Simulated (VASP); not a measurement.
# W (Im-3m) in VASP: further runs

The runs below take W through single point, with r2SCAN.

Program: VASP 6.6.1. These are calculated values, not measurements. Logs are shortened: lines on timing, memory, paths and dates and some standing lists are left out, and cuts for length are marked.

### 1 The cell of the first run

Symmetry: Im-3m, No. 229, cubic system. The conventional cell has a = 3.170 Å, b = 3.170 Å, c = 3.170 Å, α = 90.00°, β = 90.00°, γ = 90.00°. Within 3.6 Å of W (site symmetry m-3m) lie 14 W at 2.74 to 3.17 Å.

### 2 Single point, r2SCAN

The input, POSCAR:

```
W
1.0
   -1.5848038465      1.5848038465      1.5848038465
    1.5848038465     -1.5848038465      1.5848038465
    1.5848038465      1.5848038465     -1.5848038465
W
1
Direct
    0.0000000000      0.0000000000      0.0000000000
```

The input, INCAR.step1:

```
SYSTEM = W
ALGO = Normal
EDIFF = 1E-4
ENCUT = 520
GGA = PE
ISMEAR = -1
LASPH = .TRUE.
LCHARG = .FALSE.
LREAL = .FALSE.
LWAVE = .TRUE.
NBANDS = 13
NELM = 60
PREC = Accurate
SIGMA = 0.2
```

The input, INCAR.step2:

```
SYSTEM = W
ALGO = Normal
EDIFF = 1E-7
ENCUT = 520
ISIF = 2
ISMEAR = -1
ISTART = 1
LASPH = .TRUE.
LCHARG = .FALSE.
LMIXTAU = .TRUE.
LREAL = .FALSE.
LWAVE = .FALSE.
METAGGA = R2SCAN
NBANDS = 13
NELM = 60
PREC = Accurate
SIGMA = 0.2
```

The input, KPOINTS:

```
k-points
0
G
  14 14 14
  0 0 0
```

Potentials or basis: VASP PAW PBE potentials, release 64 (W_sv).

On the command line:

```bash
cat potpaw_PBE.64/W_sv/POTCAR > POTCAR
cp INCAR.step1 INCAR
mpirun -np 1 vasp_std > vasp.out
cp INCAR.step2 INCAR
mpirun -np 1 vasp_std > vasp.out
```

OUTCAR:

```text
SYSTEM = W
   EDIFF = 1E-7
   ENCUT = 520
   ISIF = 2
   ISMEAR = -1
   ISTART = 1
   LASPH = .TRUE.
   LREAL = .FALSE.
   METAGGA = R2SCAN
   NELM = 60
   PREC = Accurate

 ion  position               nearest neighbor table
   1  0.000  0.000  0.000-

  LATTYP: Found a body centered cubic cell.
 ALAT       =     3.1696076930

  Lattice vectors:

 A1 = (  -1.5848038465,   1.5848038465,   1.5848038465)
 A2 = (   1.5848038465,  -1.5848038465,   1.5848038465)
 A3 = (   1.5848038465,   1.5848038465,  -1.5848038465)

Analysis of symmetry for initial positions (statically):
=====================================================================
 Subroutine PRICEL returns:
 Original cell was already a primitive cell.

 Routine SETGRP: Setting up the symmetry group for a
 body centered cubic supercell.

 Subroutine GETGRP returns: Found 48 space group operations
 (whereof 48 operations were pure point group operations)
 out of a pool of 48 trial point group operations.

The static configuration has the point symmetry O_h .

Analysis of symmetry for dynamics (positions and initial velocities):
=====================================================================
 Subroutine PRICEL returns:
 Original cell was already a primitive cell.

 Routine SETGRP: Setting up the symmetry group for a
 body centered cubic supercell.

 Subroutine GETGRP returns: Found 48 space group operations
 (whereof 48 operations were pure point group operations)
 out of a pool of 48 trial point group operations.

The dynamic configuration has the point symmetry O_h .

 Subroutine INISYM returns: Found 48 space group operations
 (whereof 48 operations are pure point group operations),
 and found     1 'primitive' translations

----------------------------------------------------------------------------------------

                                     Primitive cell

  volume of cell :      15.9216

  direct lattice vectors                    reciprocal lattice vectors
    -1.584803847  1.584803847  1.584803847     0.000000000  0.315496458  0.315496458
     1.584803847 -1.584803847  1.584803847     0.315496458  0.000000000  0.315496458
     1.584803847  1.584803847 -1.584803847     0.315496458  0.315496458  0.000000000

  length of vectors
     2.744960782  2.744960782  2.744960782     0.446179370  0.446179370  0.446179370

  position of ions in fractional coordinates (direct lattice)
     0.000000000  0.000000000  0.000000000

  ion indices of the primitive-cell ions
   primitive index   ion index
                 1           1

----------------------------------------------------------------------------------------

 KPOINTS: k-points

Automatic generation of k-mesh.
 Grid dimensions read from file:
 generate k-points for:   14   14   14

 Generating k-lattice:

  Cartesian coordinates                     Fractional coordinates (reciprocal lattice)
     0.000000000  0.022535461  0.022535461     0.071428571  0.000000000  0.000000000
     0.022535461  0.000000000  0.022535461     0.000000000  0.071428571  0.000000000
     0.022535461  0.022535461  0.000000000     0.000000000  0.000000000  0.071428571

  Length of vectors
     0.031869955  0.031869955  0.031869955

  Shift w.r.t. Gamma in fractional coordinates (k-lattice)
     0.000000000  0.000000000  0.000000000

 Subroutine IBZKPT returns following result:
 ===========================================

 Found    104 irreducible k-points:

 Following reciprocal coordinates:
            Coordinates               Weight
  0.000000  0.000000  0.000000      1.000000
  0.071429  0.000000  0.000000     12.000000
  0.142857  0.000000  0.000000     12.000000
  0.214286  0.000000  0.000000     12.000000
  0.285714  0.000000  0.000000     12.000000
  0.357143  0.000000  0.000000     12.000000
[... 16 lines left out ...]
  0.285714  0.285714  0.000000     24.000000
  0.357143  0.285714  0.000000     24.000000
 [... further k-points ...]
   k-points           NKPTS =    104   k-points in BZ     NKDIM =    104   number of bands    NBANDS=     13
   number of dos      NEDOS =    301   number of ions     NIONS =      1
   total plane-waves  NPLWV =   8000
   dimension x,y,z NGX =    20 NGY =   20 NGZ =   20
   dimension x,y,z NGXF=    40 NGYF=   40 NGZF=   40
   ions per type =               1
   NGX,Y,Z   is equivalent  to a cutoff of  12.11, 12.11, 12.11 a.u.
   NGXF,Y,Z  is equivalent  to a cutoff of  24.23, 24.23, 24.23 a.u.
 SYSTEM =  W
   PREC   = accura    normal or accurate (medium, high low for compatibility)
   ISTART =      1    job   : 0-new  1-cont  2-samecut
   ICHARG =      0    charge: 1-file 2-atom 10-const
   ISPIN  =      1    spin polarized calculation?
   LNONCOLLINEAR =      F non collinear calculations
   LSORBIT =      F    spin-orbit coupling
   LASPH  =      T    aspherical Exc in radial PAW
   ENCUT  =  520.0 eV  38.22 Ry    6.18 a.u.   5.10  5.10  5.10*2*pi/ulx,y,z
   NELM   =     60;   NELMIN=  2; NELMDL=  0     # of ELM steps
   EDIFF  = 0.1E-06   stopping-criterion for ELM
   LREAL  =      F    real-space projection
   EDIFFG = 0.1E-05   stopping-criterion for IOM
   NSW    =      0    number of steps for IOM
   IBRION =     -1    ionic relax: 0-MD 1-quasi-New 2-CG
   NFREE  =      0    steps in history (QN), initial steepest desc. (CG)
   ISIF   =      2    stress and relaxation
   ISYM   =      2    0-nonsym 1-usesym 2-fastsym
   POTIM  = 0.5000    time-step for ionic-motion
   TEBEG  =    0.0;   TEEND  =   0.0 temperature during run
   PSTRESS=    0.0 pullay stress
   NELECT =      14.0000    total number of electrons
   NUPDOWN=      -1.0000    fix difference up-down
   EMIN   =  10.00;   EMAX   =-10.00  energy-range for DOS
   EFERMI =   0.00;   METHOD = LEGACY
   ISMEAR =    -1;   SIGMA  =   0.20  broadening in eV -4-tet -1-fermi 0-gaus
   EFERMI_NEDOS =   21; number of points for ismear=-14 and -15
   IALGO  =     38    algorithm
   IMIX   =      4    mixing-type and parameters
     AMIX     =   0.40;   BMIX     =  1.00
     AMIX_MAG =   1.60;   BMIX_MAG =  1.00
  volume/ion in A,a.u.               =      15.92       107.44
  Fermi-wavevector in a.u.,A,eV,Ry     =   1.568395  2.963836 33.468448  2.459862
  Thomas-Fermi vector in A             =   2.670432
   LORBIT       =      0    0 simple, 1 ext, 2 COOP (PROOUT), +10 PAW based schemes
   METAGGA = R2SCAN    functional components
   LHFCALC =     F    Hartree Fock is set to
   AEXX    =    0.0000 exact exchange contribution
   IVDW    =     0    specifies the selected vdW correction
   LEPSILON=     F    determine dielectric tensor
   LRPA    =     F    only Hartree local field effects (RPA)
 non-spin polarized calculation
  energy-cutoff  :      520.00
  volume of cell :       15.92
 maximum number of plane-waves:       444
   NGX = 11   NGY = 11   NGZ = 11

 number of electron      14.0000003 magnetization

 Free energy of the ion-electron system (eV)
  ---------------------------------------------------
  ext. energy  EPLUGINS =         0.00000000
  ---------------------------------------------------
  free energy    TOTEN  =       -51.37712018 eV

  energy without entropy =      -51.31606968  energy(sigma->0) =      -51.34659493

 E-fermi :  11.2261     XC(G=0): -14.9306

 val. band max:       11.1987725623   @ k =  -0.4286  -0.4286   0.2857
 cond. band min:      11.2617821153   @ k =  -0.1429   0.1429   0.1429
 fundamental gap:      0.0630095530
 Fermi energy:        11.2261157412

 k-point     1 :       0.0000    0.0000    0.0000
  band No.  band energies     occupation
      1     -64.8895      2.00000
      2     -27.7568      2.00000
      3     -27.7568      2.00000
      4     -27.7568      2.00000
      5       1.1220      2.00000
      6       9.9536      1.99656
      7       9.9536      1.99656
      8       9.9536      1.99656
      9      13.7784      0.00001
     10      13.7785      0.00001
     11      26.4757      0.00000
     12      26.4757      0.00000
     13      26.4757      0.00000

 k-point     2 :       0.0714    0.0000    0.0000
  band No.  band energies     occupation
      1     -64.8822      2.00000
      2     -27.8294      2.00000
      3     -27.7793      2.00000
      4     -27.7572      2.00000
      5       1.3779      2.00000
      6       9.7968      1.99843
      7       9.9140      1.99717
      8      10.2001      1.98823
      9      13.5318      0.00002
     10      13.7781      0.00001
     11      26.6896      0.00000
     12      26.9121      0.00000
     13      27.0834      0.00000

 k-point     3 :       0.1429    0.0000    0.0000
  band No.  band energies     occupation
      1     -64.8617      2.00000
      2     -28.0292      2.00000
      3     -27.8417      2.00000
      4     -27.7582      2.00000
      5       2.0977      2.00000
      6       9.3851      1.99980
      7       9.7329      1.99886
      8      10.9258      1.63569
      9      13.1092      0.00016
     10      13.7979      0.00001
     11      27.1330      0.00000
     12      28.1575      0.00000
     13      28.4265      0.00000
[... 305 lines left out ...]
 k-point    23 :       0.2857    0.2857    0.0000
  band No.  band energies     occupation
      1     -64.7279      2.00000
      2     -28.8480      2.00000
      3     -28.4890      2.00000
      4     -27.9185      2.00000
      5       6.4725      2.00000
      6       7.9103      2.00000
      7       8.8966      1.99998
      8      13.6495      0.00001
      9      14.5570      0.00000
     10      20.3017      0.00000
     11      21.0409      0.00000
     12      24.9946      0.00000
     13      28.6630      0.00000

 k-point    24 :       0.3571    0.2857    0.0000
  band No.  band energies     occupation
      1     -64.7233      2.00000
      2     -28.7966      2.00000
      3     -28.5898      2.00000
      4     -27.9257      2.00000
      5       6.5799      2.00000
      6       8.0694      2.00000
      7       8.7845      1.99999
      8      13.9155      0.00000
      9      14.5270      0.00000
     10      20.0979      0.00000
     11      21.7426      0.00000
     12      23.8863      0.00000
     13      29.1426      0.00000

 [... further k-points ...]
[... 5 lines left out ...]
  --------------------------------------------------------------------------------------
  -------------------------------------------------------------------------------------
  Total        0.1105510      0.1105510      0.1105510     -0.0000000     -0.0000000     -0.0000000
  in kB       11.1246550     11.1246550     11.1246550     -0.0000000     -0.0000000     -0.0000000
  external PRESSURE =      11.1246550 kB  Pullay stress =       0.0000000 kB

 VOLUME and BASIS-vectors are now :
 -----------------------------------------------------------------------------
  energy-cutoff  :      520.00
  volume of cell :       15.92
      direct lattice vectors                 reciprocal lattice vectors
    -1.584803847  1.584803847  1.584803847     0.000000000  0.315496458  0.315496458
     1.584803847 -1.584803847  1.584803847     0.315496458  0.000000000  0.315496458
     1.584803847  1.584803847 -1.584803847     0.315496458  0.315496458  0.000000000

 POSITION                                       TOTAL-FORCE (eV/Angst)
 -----------------------------------------------------------------------------------
      0.00000      0.00000      0.00000         0.000000      0.000000     -0.000000
 -----------------------------------------------------------------------------------
    total drift:                                0.000000     -0.000000      0.000000

  FREE ENERGIE OF THE ION-ELECTRON SYSTEM (eV)
  ---------------------------------------------------
  free  energy   TOTEN  =       -51.3771201776 eV

  energy  without entropy=      -51.3160696750  energy(sigma->0) =      -51.34659493
```

It used 39 s of CPU time on 1 thread of Intel(R) Xeon(R) Platinum 8488C (Sapphire Rapids) (shared host).

What came out:

| Item | Value |
| --- | --- |
| Free energy | -51.3771 eV |
| Pressure | 1.1 GPa |
| Band gap on the k mesh | zero (band 7 reaches 16.53 eV, above the bottom of band 8 at 9.95 eV) |

Levels at points of the mesh, in eV from the Fermi level:
| k point | band 4 | band 5 | band 6 | band 7 | band 8 | band 9 | band 10 | band 11 |
| --- | --- | --- | --- | --- | --- | --- | --- | --- |
| (0.00, 0.00, 0.00) | -38.98 | -10.10 | -1.27 | -1.27 | -1.27 | 2.55 | 2.55 | 15.25 |
| (0.50, 0.00, 0.00) | -38.99 | -6.53 | -3.73 | 0.51 | 2.39 | 3.43 | 6.30 | 11.59 |
| (0.50, 0.50, 0.50) | -39.93 | -5.98 | -5.98 | 5.31 | 5.31 | 5.31 | 8.51 | 8.51 |

Caveat: the PAW data sets were made with another functional, which shifts forces and pressure a little; spin-orbit coupling is left out, which moves the levels of the heavy elements.

### 3 Single point, r2SCAN

POSCAR is that of step 2.

INCAR.step1, as its differences from that of step 2:

```diff
@@ -11,4 +11,4 @@
 NBANDS = 13
-NELM = 60
+NELM = 100
 PREC = Accurate
-SIGMA = 0.2
+SIGMA = 0.3
```

INCAR.step2, as its differences from that of step 2:

```diff
@@ -2,3 +2,3 @@
 ALGO = Normal
-EDIFF = 1E-7
+EDIFF = 1E-6
 ENCUT = 520
@@ -14,4 +14,4 @@
 NBANDS = 13
-NELM = 60
+NELM = 100
 PREC = Accurate
-SIGMA = 0.2
+SIGMA = 0.3
```

KPOINTS is that of step 2.

Potentials or basis: VASP PAW PBE potentials, release 64 (W_sv).

On the command line:

```bash
cat potpaw_PBE.64/W_sv/POTCAR > POTCAR
cp INCAR.step1 INCAR
mpirun -np 1 vasp_std > vasp.out
cp INCAR.step2 INCAR
mpirun -np 1 vasp_std > vasp.out
```

OUTCAR:

```text
SYSTEM = W
   EDIFF = 1E-6
   ENCUT = 520
   ISIF = 2
   ISMEAR = -1
   ISTART = 1
   LASPH = .TRUE.
   LREAL = .FALSE.
   METAGGA = R2SCAN
   NELM = 100
   PREC = Accurate

 ion  position               nearest neighbor table
   1  0.000  0.000  0.000-

  LATTYP: Found a body centered cubic cell.
 ALAT       =     3.1696076930

  Lattice vectors:

 A1 = (  -1.5848038465,   1.5848038465,   1.5848038465)
 A2 = (   1.5848038465,  -1.5848038465,   1.5848038465)
 A3 = (   1.5848038465,   1.5848038465,  -1.5848038465)

[... 552 lines left out ...]
      5       6.5826      2.00000
      6       8.0719      1.99994
      7       8.7867      1.99932
      8      13.9201      0.00022
      9      14.5318      0.00003
     10      20.1006      0.00000
     11      21.7475      0.00000
     12      23.8906      0.00000
     13      29.1441      0.00000

 [... further k-points ...]
[... 5 lines left out ...]
  --------------------------------------------------------------------------------------
  -------------------------------------------------------------------------------------
  Total        0.1289650      0.1289650      0.1289650      0.0000000      0.0000000     -0.0000000
  in kB       12.9776481     12.9776481     12.9776481      0.0000000      0.0000000     -0.0000000
  external PRESSURE =      12.9776481 kB  Pullay stress =       0.0000000 kB

 VOLUME and BASIS-vectors are now :
 -----------------------------------------------------------------------------
  energy-cutoff  :      520.00
  volume of cell :       15.92
      direct lattice vectors                 reciprocal lattice vectors
    -1.584803847  1.584803847  1.584803847     0.000000000  0.315496458  0.315496458
     1.584803847 -1.584803847  1.584803847     0.315496458  0.000000000  0.315496458
     1.584803847  1.584803847 -1.584803847     0.315496458  0.315496458  0.000000000

 POSITION                                       TOTAL-FORCE (eV/Angst)
 -----------------------------------------------------------------------------------
      0.00000      0.00000      0.00000         0.000000      0.000000      0.000000
 -----------------------------------------------------------------------------------
    total drift:                                0.000000     -0.000000      0.000000

  FREE ENERGIE OF THE ION-ELECTRON SYSTEM (eV)
  ---------------------------------------------------
  free  energy   TOTEN  =       -51.4158250794 eV

  energy  without entropy=      -51.2729265030  energy(sigma->0) =      -51.34437579
```

It used 35 s of CPU time on 1 thread of Intel(R) Xeon(R) Platinum 8488C (Sapphire Rapids) (shared host).

Results:

- Free energy: -51.4158 eV
- Pressure: 1.3 GPa
- Band gap on the k mesh: zero (band 7 reaches 16.54 eV, above the bottom of band 8 at 9.96 eV)

Caveat: the PAW data sets were made with another functional, which shifts forces and pressure a little; spin-orbit coupling is left out, which moves the levels of the heavy elements.
